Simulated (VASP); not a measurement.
MgCd2Se3:

```
Mg Cd Se
1.0
     4.13302    0.00000    0.00000
    -2.06651    3.57930    0.00000
     0.00000    0.00000   10.12379
Mg Cd Se
1 2 3
Direct
  0.33333 0.66667 0.66667
  0.00000 0.00000 0.00000
  0.66667 0.33333 0.33333
  0.00000 0.00000 0.75000
  0.33333 0.66667 0.41667
  0.66667 0.33333 0.08333
```

| Property | Result |
| --- | --- |
| Program | VASP 6.6.1 |
| Task | relaxation of cell and atoms |
| Functional | PBE |
| Potentials or basis | VASP PAW PBE potentials, release 64 (Mg, Cd, Se) |
| Cutoff | 600 eV |
| k mesh | 6 × 6 × 2 |
| Occupations | gaussian, width 0.1 eV |
| Spin | no spin polarisation |

At the start: pressure 9.5 GPa; volume 24.96 Å³/atom.

Question: Where does the relaxation end?

Answer: Over 9 steps the energy falls by 110.3 meV/atom and the volume is 28.84 Å³/atom (+15.6 %); space group P3m1 (No. 156, to 0.1 Å) before and after.

The path:
```
step  energy change (eV)  largest force (eV/Å)  pressure (GPa)  volume (Å³)
   1              0.0000                0.7947            9.48       149.76
   2             -0.5677                0.1404           -2.32       184.13
   3             -0.6434                0.2508           -0.03       173.83
   4             -0.6434                0.2434           -0.16       174.33
   5             -0.6496                0.1792           -0.13       174.12
   6             -0.6590                0.1384           -0.03       173.48
   7             -0.6593                0.1394           -0.01       173.36
   8             -0.6618                0.0620            0.03       173.15
   9             -0.6620                0.0264            0.05       173.06
```

Final structure:
```yaml
crystal:
  lattice:
    - [4.33894, 0.00000, 0.00000]
    - [-2.16947, 3.75764, 0.00000]
    - [0.00000, 0.00000, 10.61455]
  atoms:
    - { symbol: Mg, position: [0.33333, 0.66667, 0.66903] }
    - { symbol: Cd, position: [0.00000, 0.00000, 0.99550] }
    - { symbol: Cd, position: [0.66667, 0.33333, 0.33610] }
    - { symbol: Se, position: [0.00000, 0.00000, 0.74187] }
    - { symbol: Se, position: [0.33333, 0.66667, 0.42421] }
    - { symbol: Se, position: [0.66667, 0.33333, 0.08329] }
```

Caveat: the volume moved by over 15 % at a fixed basis, so the end points are rough.
